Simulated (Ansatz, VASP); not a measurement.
Sr2C: VASP beside Ansatz

File INCAR:

```
SYSTEM = Sr2C
PREC = Accurate ; ENCUT = 520
EDIFF = 1E-6 ; ISMEAR = -1
SIGMA = 0.02 ; LREAL = .False.
LASPH = .True. ; NELM = 80
ALGO = Normal ; ISIF = 2
LWAVE = .False. ; LCHARG = .False.
GGA = PS ; NBANDS = 19
```

Contents of KPOINTS:

```
Automatic mesh
0
Gamma
  4 4 4
  0 0 0
```

The input POSCAR:

```
Sr2C
1.0
    0.0000000000      3.3601424449      3.3601424449
    3.3601424449      0.0000000000      3.3601424449
    3.3601424449      3.3601424449      0.0000000000
C Sr
1 2
Direct
    0.0000000000      0.0000000000      0.0000000000
    0.2500000000      0.2500000000      0.2500000000
    0.7500000000      0.7500000000      0.7500000000
```

Input for Ansatz:

```yaml
crystal:
  lattice:
    - [0.0, 3.3601424449, 3.3601424449]
    - [3.3601424449, 0.0, 3.3601424449]
    - [3.3601424449, 3.3601424449, 0.0]
  atoms:
    - { symbol: C, position: [0.0, 0.0, 0.0] }
    - { symbol: Sr, position: [0.25, 0.25, 0.25] }
    - { symbol: Sr, position: [0.75, 0.75, 0.75] }
kpoints:
  mp_grid: { grid: [4, 4, 4] }
hamiltonian:
  xc: pbesol
scf:
  occupations: { method: fermi_dirac, width: 0.02 }
  n_extra_bands: 4
  mixing: { preconditioner: kerker }
output:
  forces: true
  stress: true
  eigenvalues: true
```

Alike in both runs: task single point; functional PBEsol; k mesh 4 × 4 × 4; occupations fermi-dirac, width 0.02 eV; no spin polarisation.

|  | VASP | Ansatz |
| --- | --- | --- |
| version | VASP 6.6.1 | Ansatz 0.2.0 |
| potentials or method | VASP PAW PBE potentials, release 64 (C, Sr_sv) | plane waves |
| plane-wave cutoff (eV) | 520 | 420 |
| valence electrons in the cell | 24 | 24 |

VASP gave:

| Item | Value |
| --- | --- |
| pressure (GPa) | -1.6 |

Q: Which values does Ansatz return?

A: Pressure (GPa): -1.8.

VASP's potentials were made for PBE, not for PBEsol. The functional is the same, so the differences come from potentials, cutoffs and numerics.

The k mesh is coarse, so the values compare programs but aren't converged.
